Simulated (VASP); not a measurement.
# Li4TmGe (Cmmm) in VASP: notebook

The runs below take Li4TmGe through relaxation of cell and atoms, relaxation of shape and atoms at fixed volume, with PBE.

All numbers are computed with VASP 6.6.1; they aren't measurements. Logs are shortened: lines on timing, memory, paths and dates and some standing lists are left out, and cuts for length are marked.

## 1. The cell of the first run

It takes space group Cmmm (No. 65, orthorhombic). Conventional cell: a = 4.662 Å, b = 13.945 Å, c = 3.648 Å, α = 90.00°, β = 90.00°, γ = 90.00°. Within 3.8 Å of Li (site symmetry m2m) lie 10 Li at 2.91 to 3.65 Å and 2 Tm at 3.11 Å and 2 Ge at 3.44 Å. Li (site symmetry m2m) has 2 Ge at 2.84 Å and 10 Li at 2.91 to 3.65 Å and 2 Tm at 3.19 Å within 3.7 Å. Tm (site symmetry mmm) has 4 Ge at 2.96 Å and 8 Li at 3.11 to 3.19 Å and 2 Tm at 3.65 Å within 3.9 Å. Ge (site symmetry mmm) has 8 Li at 2.84 to 3.44 Å and 4 Tm at 2.96 Å and 2 Ge at 3.65 Å within 3.7 Å.

The cell was generated, and may not be a known phase.

## 2. Relaxation of cell and atoms, PBE

The input, INCAR:

```
SYSTEM = Li4TmGe
  ALGO = Normal
  EDIFF = 1E-7
  EDIFFG = -0.01
  ENCUT = 750
  GGA = PE
  GGA_COMPAT = .FALSE.
  IBRION = 2
  ISIF = 3
  ISMEAR = 0
  LASPH = .TRUE.
  LCHARG = .FALSE.
  LMAXMIX = 6
  LREAL = .FALSE.
  LWAVE = .FALSE.
  NELM = 200
  NELMIN = 4
  NSW = 100
  PREC = Accurate
  SIGMA = 0.1
```

The input, KPOINTS:

```
k-points
0
G
  8 8 8
  0 0 0
```

The input, POSCAR:

```
Li4TmGe
1.0
    2.3307791547     -6.9724987455      0.0000000000
    2.3307791547      6.9724987455      0.0000000000
    0.0000000000      0.0000000000      3.6482876531
Li Tm Ge
4 1 1
Direct
    0.3189318002      0.6810681998      0.0000000000
    0.8440900475      0.1559099525      0.5000000000
    0.1559099525      0.8440900475      0.5000000000
    0.6810681998      0.3189318002      0.0000000000
    0.5000000000      0.5000000000      0.5000000000
    0.0000000000      0.0000000000      0.0000000000
```

Potentials or basis: VASP PAW PBE potentials, release 64 (Li_sv, Tm_3, Ge_d), 4f in core.

Launch:

```bash
$ cat potpaw_PBE.64/Li_sv/POTCAR potpaw_PBE.64/Tm_3/POTCAR potpaw_PBE.64/Ge_d/POTCAR > POTCAR
$ mpirun -np 1 vasp_std > vasp.out
```

OUTCAR:

```text
SYSTEM = Li4TmGe
   EDIFF = 1E-7
   EDIFFG = -0.01
   ENCUT = 750
   GGA = PE
   IBRION = 2
   ISIF = 3
   ISMEAR = 0
   LASPH = .TRUE.
   LREAL = .FALSE.
   NELM = 200
   NELMIN = 4
   NSW = 100
   PREC = Accurate

 ion  position               nearest neighbor table
   1  0.319  0.681  0.000-   5 3.11   5 3.11
   2  0.844  0.156  0.500-   5 3.19   5 3.19
   3  0.156  0.844  0.500-   5 3.19   5 3.19
   4  0.681  0.319  0.000-   5 3.11   5 3.11
   5  0.500  0.500  0.500-   6 2.96   6 2.96   6 2.96   6 2.96   4 3.11   4 3.11   1 3.11   1 3.11
                             3 3.19   2 3.19   3 3.19   2 3.19
   6  0.000  0.000  0.000-   5 2.96   5 2.96   5 2.96   5 2.96

  LATTYP: Found a base centered orthorhombic cell.
 ALAT       =     4.6615583094
 B/A-ratio  =     2.9914883748
 C/A-ratio  =     0.7826326329

  Lattice vectors:

 A1 = (   2.3307791547,  -6.9724987455,   0.0000000000)
 A2 = (   2.3307791547,   6.9724987455,   0.0000000000)
 A3 = (   0.0000000000,   0.0000000000,   3.6482876531)

Analysis of symmetry for initial positions (statically):
=====================================================================
 Subroutine PRICEL returns:
 Original cell was already a primitive cell.

 Routine SETGRP: Setting up the symmetry group for a
 base centered orthorhombic supercell.

 Subroutine GETGRP returns: Found  8 space group operations
 (whereof  8 operations were pure point group operations)
 out of a pool of  8 trial point group operations.

The static configuration has the point symmetry D_2h.

Analysis of symmetry for dynamics (positions and initial velocities):
=====================================================================
 Subroutine PRICEL returns:
 Original cell was already a primitive cell.

 Routine SETGRP: Setting up the symmetry group for a
 base centered orthorhombic supercell.

 Subroutine GETGRP returns: Found  8 space group operations
 (whereof  8 operations were pure point group operations)
 out of a pool of  8 trial point group operations.

The dynamic configuration has the point symmetry D_2h.

 Subroutine INISYM returns: Found  8 space group operations
 (whereof  8 operations are pure point group operations),
 and found     1 'primitive' translations

----------------------------------------------------------------------------------------

                                     Primitive cell

  volume of cell :     118.5792

  direct lattice vectors                    reciprocal lattice vectors
     2.330779155 -6.972498746  0.000000000     0.214520539 -0.071710303  0.000000000
     2.330779155  6.972498746  0.000000000     0.214520539  0.071710303  0.000000000
     0.000000000  0.000000000  3.648287653     0.000000000  0.000000000  0.274101194

  length of vectors
     7.351752867  7.351752867  3.648287653     0.226188924  0.226188924  0.274101194

  position of ions in fractional coordinates (direct lattice)
     0.318931800  0.681068200  0.000000000
     0.844090048  0.155909952  0.500000000
     0.155909952  0.844090048  0.500000000
     0.681068200  0.318931800  0.000000000
     0.500000000  0.500000000  0.500000000
     0.000000000  0.000000000  0.000000000

  ion indices of the primitive-cell ions
   primitive index   ion index
                 1           1
                 2           2
                 3           3
                 4           4
                 5           5
                 6           6

----------------------------------------------------------------------------------------

 KPOINTS: k-points

Automatic generation of k-mesh.
 Grid dimensions read from file:
 generate k-points for:    8    8    8

 Generating k-lattice:

  Cartesian coordinates                     Fractional coordinates (reciprocal lattice)
     0.026815067 -0.008963788  0.000000000     0.125000000 -0.000000000  0.000000000
     0.026815067  0.008963788  0.000000000    -0.000000000  0.125000000  0.000000000
     0.000000000  0.000000000  0.034262649     0.000000000  0.000000000  0.125000000

  Length of vectors
     0.028273615  0.028273615  0.034262649

  Shift w.r.t. Gamma in fractional coordinates (k-lattice)
     0.000000000  0.000000000  0.000000000

 Subroutine IBZKPT returns following result:
 ===========================================

 Found    105 irreducible k-points:

 Following reciprocal coordinates:
            Coordinates               Weight
  0.000000  0.000000  0.000000      1.000000
  0.125000 -0.000000  0.000000      4.000000
  0.250000 -0.000000  0.000000      4.000000
  0.375000 -0.000000  0.000000      4.000000
  0.500000 -0.000000  0.000000      2.000000
  0.125000  0.125000  0.000000      2.000000
[... 16 lines left out ...]
  0.125000 -0.000000  0.125000      8.000000
  0.250000 -0.000000  0.125000      8.000000
 [... further k-points ...]
   k-points           NKPTS =    105   k-points in BZ     NKDIM =    105   number of bands    NBANDS=     21
   number of dos      NEDOS =    301   number of ions     NIONS =      6
   total plane-waves  NPLWV = 176400
   dimension x,y,z NGX =    70 NGY =   70 NGZ =   36
   dimension x,y,z NGXF=   140 NGYF=  140 NGZF=   72
   ions per type =               4   1   1
   NGX,Y,Z   is equivalent  to a cutoff of  15.83, 15.83, 16.40 a.u.
   NGXF,Y,Z  is equivalent  to a cutoff of  31.66, 31.66, 32.81 a.u.
 SYSTEM =  Li4TmGe
   PREC   = accura    normal or accurate (medium, high low for compatibility)
   ISTART =      0    job   : 0-new  1-cont  2-samecut
   ICHARG =      2    charge: 1-file 2-atom 10-const
   ISPIN  =      1    spin polarized calculation?
   LNONCOLLINEAR =      F non collinear calculations
   LSORBIT =      F    spin-orbit coupling
   LASPH  =      T    aspherical Exc in radial PAW
   ENCUT  =  750.0 eV  55.12 Ry    7.42 a.u.  16.42 16.42  8.15*2*pi/ulx,y,z
   NELM   =    200;   NELMIN=  4; NELMDL= -5     # of ELM steps
   EDIFF  = 0.1E-06   stopping-criterion for ELM
   LREAL  =      F    real-space projection
   EDIFFG = -.1E-01   stopping-criterion for IOM
   NSW    =    100    number of steps for IOM
   IBRION =      2    ionic relax: 0-MD 1-quasi-New 2-CG
   NFREE  =      1    steps in history (QN), initial steepest desc. (CG)
   ISIF   =      3    stress and relaxation
   ISYM   =      2    0-nonsym 1-usesym 2-fastsym
   POTIM  = 0.5000    time-step for ionic-motion
   TEBEG  =    0.0;   TEEND  =   0.0 temperature during run
   PSTRESS=    0.0 pullay stress
   NELECT =      35.0000    total number of electrons
   NUPDOWN=      -1.0000    fix difference up-down
   EMIN   =  10.00;   EMAX   =-10.00  energy-range for DOS
   EFERMI =   0.00;   METHOD = LEGACY
   ISMEAR =     0;   SIGMA  =   0.10  broadening in eV -4-tet -1-fermi 0-gaus
   EFERMI_NEDOS =   21; number of points for ismear=-14 and -15
   IALGO  =     38    algorithm
   IMIX   =      4    mixing-type and parameters
     AMIX     =   0.40;   BMIX     =  1.00
     AMIX_MAG =   1.60;   BMIX_MAG =  1.00
  volume/ion in A,a.u.               =      19.76       133.37
  Fermi-wavevector in a.u.,A,eV,Ry     =   1.090004  2.059808 16.165191  1.188108
  Thomas-Fermi vector in A             =   2.226219
   LORBIT       =      0    0 simple, 1 ext, 2 COOP (PROOUT), +10 PAW based schemes
   GGA     = PE    functional components
   LHFCALC =     F    Hartree Fock is set to
   AEXX    =    0.0000 exact exchange contribution
   IVDW    =     0    specifies the selected vdW correction
   LEPSILON=     F    determine dielectric tensor
   LRPA    =     F    only Hartree local field effects (RPA)
 conjugate gradient relaxation of ions
 non-spin polarized calculation
 Gauss-broadening in eV      SIGMA  =   0.10
  energy-cutoff  :      750.00
  volume of cell :      118.58
 maximum number of plane-waves:      5565
 NGX is ok and might be reduce to    70
   NGX = 33   NGY = 33   NGZ = 17

--------------------------------------- Ionic step        1  -------------------------------------------

 number of electron      34.9999995 magnetization

 Free energy of the ion-electron system (eV)
  ---------------------------------------------------
  ext. energy  EPLUGINS =         0.00000000
  ---------------------------------------------------
  free energy    TOTEN  =       -17.85496978 eV

  energy without entropy =      -17.84439456  energy(sigma->0) =      -17.84968217

------------------------ aborting loop because EDIFF is reached ----------------------------------------

  FORCE on cell =-STRESS in cart. coord.  units (eV):
  Direction    XX          YY          ZZ          XY          YZ          ZX
  --------------------------------------------------------------------------------------
  -------------------------------------------------------------------------------------
  Total       -1.1846706      0.2771519      0.7037329      0.0000000      0.0000000      0.0000000
  in kB      -16.0066171      3.7447240      9.5084512      0.0000000      0.0000000      0.0000000
  external PRESSURE =      -0.9178139 kB  Pullay stress =       0.0000000 kB
[... 101 lines left out ...]
  FREE ENERGIE OF THE ION-ELECTRON SYSTEM (eV)
  ---------------------------------------------------
  free  energy   TOTEN  =       -17.8825377036 eV

  energy  without entropy=      -17.8722290327  energy(sigma->0) =      -17.87738337

[... ionic steps 4 to 21 ...]

--------------------------------------- Ionic step       22  -------------------------------------------

 number of electron      35.0000011 magnetization

------------------------ aborting loop because EDIFF is reached ----------------------------------------
[... 75 lines left out ...]
--------------------------------------- Ionic step       24  -------------------------------------------

 number of electron      35.0000011 magnetization

 Free energy of the ion-electron system (eV)
  ---------------------------------------------------
  ext. energy  EPLUGINS =         0.00000000
  ---------------------------------------------------
  free energy    TOTEN  =       -17.95821742 eV

  energy without entropy =      -17.94305774  energy(sigma->0) =      -17.95063758

 E-fermi :   2.4197     XC(G=0):  -8.6227

 val. band max:        2.4168694452   @ k =  -0.3750   0.3750   0.1250
 cond. band min:       2.4339506376   @ k =   0.5000   0.3750   0.2500
 fundamental gap:      0.0170811925
 Fermi energy:         2.4197122467

 k-point     1 :       0.0000    0.0000    0.0000
  band No.  band energies     occupation
      1     -44.1209      2.00000
      2     -44.1154      2.00000
      3     -43.9289      2.00000
      4     -43.9225      2.00000
      5     -23.2721      2.00000
      6     -23.0344      2.00000
[... 565 lines left out ...]
     20       3.8942      0.00000
     21       4.7348      0.00000

 [... further k-points ...]

------------------------ aborting loop because EDIFF is reached ----------------------------------------

  FORCE on cell =-STRESS in cart. coord.  units (eV):
  Direction    XX          YY          ZZ          XY          YZ          ZX
  --------------------------------------------------------------------------------------
  -------------------------------------------------------------------------------------
  Total        0.0078887     -0.0342662     -0.0096816      0.0000000      0.0000000      0.0000000
  in kB        0.1068181     -0.4639855     -0.1310950      0.0000000      0.0000000      0.0000000
  external PRESSURE =      -0.1627541 kB  Pullay stress =       0.0000000 kB
[... 21 lines left out ...]
  FREE ENERGIE OF THE ION-ELECTRON SYSTEM (eV)
  ---------------------------------------------------
  free  energy   TOTEN  =       -17.9582174226 eV

  energy  without entropy=      -17.9430577383  energy(sigma->0) =      -17.95063758

 reached required accuracy - stopping structural energy minimisation
```

Run time: 1.5 h. Hardware: 1 thread of Intel Xeon 6975P-C (Granite Rapids), shared host; peak memory 0.86 GiB.

Results:

* Free energy: -17.9582 eV
* Relaxed volume: 19.72 Å³/atom
* Relaxed cell: a = 7.200 Å, b = 7.200 Å, c = 4.122 Å, α = 90.00°, β = 90.00°, γ = 146.38°
* Space group after relaxing (to 0.1 Å): Cmmm (No. 65)
* Energy gained by relaxing: 17.2 meV/atom
* Ionic steps: 24
* Pressure after relaxing: 0.0 GPa
* Largest force after relaxing: 0.007 eV/Å
* Band gap on the k mesh: zero (an odd number of electrons rules out a gap without spin polarisation)

Forces in eV/Å, atoms in the order of the input:
```
Li   0.000 -0.005  0.000
Li   0.000  0.007  0.000
Li   0.000 -0.007  0.000
Li   0.000  0.005  0.000
Tm   0.000  0.000  0.000
Ge   0.000  0.000  0.000
```

The path:
| step | energy change (eV) | largest force (eV/Å) | pressure (GPa) | volume (Å³) |
| --- | --- | --- | --- | --- |
| 1 | 0.0000 | 0.0373 | -0.09 | 118.58 |
| 2 | -0.0139 | 0.0164 | 0.07 | 118.38 |
| 3 | -0.0276 | 0.0609 | 0.38 | 117.96 |
| 4 | -0.0291 | 0.0808 | 0.52 | 117.77 |
| 5 | -0.0375 | 0.0953 | 0.01 | 119.34 |
| 6 | -0.0401 | 0.1222 | -0.86 | 122.24 |
| 7 | -0.0412 | 0.1115 | -0.52 | 121.06 |
| 8 | -0.0471 | 0.1142 | -0.55 | 121.09 |
| 9 | -0.0512 | 0.1169 | -0.61 | 121.11 |
| 10 | -0.0536 | 0.1320 | -0.68 | 121.09 |
| 11 | -0.0655 | 0.1569 | -0.09 | 118.78 |
| 12 | -0.0684 | 0.1800 | 0.41 | 116.99 |
| 13 | -0.0791 | 0.1473 | 0.36 | 116.75 |
| 14 | -0.0886 | 0.0647 | 0.29 | 116.17 |
| 15 | -0.0949 | 0.0296 | -0.15 | 117.60 |
| 16 | -0.0959 | 0.0099 | -0.39 | 118.43 |
| 17 | -0.1009 | 0.0261 | -0.10 | 117.78 |
| 18 | -0.1015 | 0.0371 | 0.05 | 117.47 |
| 19 | -0.1015 | 0.0385 | 0.07 | 117.42 |
| 20 | -0.1019 | 0.0353 | 0.04 | 117.64 |
| 21 | -0.1027 | 0.0249 | -0.09 | 118.29 |
| 22 | -0.1028 | 0.0199 | -0.14 | 118.59 |
| 23 | -0.1031 | 0.0124 | -0.08 | 118.46 |
| 24 | -0.1032 | 0.0069 | -0.02 | 118.32 |

Final structure:
```cif
data_structure
_symmetry_space_group_name_H-M 'P 1'
_symmetry_Int_Tables_number 1
_cell_length_a 7.2004
_cell_length_b 7.2004
_cell_length_c 4.1222
_cell_angle_alpha 90.000
_cell_angle_beta 90.000
_cell_angle_gamma 146.383
_cell_volume 118.32
loop_
_atom_site_label
_atom_site_type_symbol
_atom_site_fract_x
_atom_site_fract_y
_atom_site_fract_z
_atom_site_occupancy
Li1 Li 0.33402 0.66598 0.00000 1
Li2 Li 0.82917 0.17083 0.50000 1
Li3 Li 0.17083 0.82917 0.50000 1
Li4 Li 0.66598 0.33402 0.00000 1
Tm1 Tm 0.50000 0.50000 0.50000 1
Ge1 Ge 0.00000 0.00000 0.00000 1
```

Caveat: spin-orbit coupling is left out, which moves the levels of the heavy elements; the 4f electrons are frozen in the core, so they carry no moment and show no levels.

(Continued in part 2 of 2.)

The gap in the log of VASP goes by the Fermi energy; the results here count the filled bands.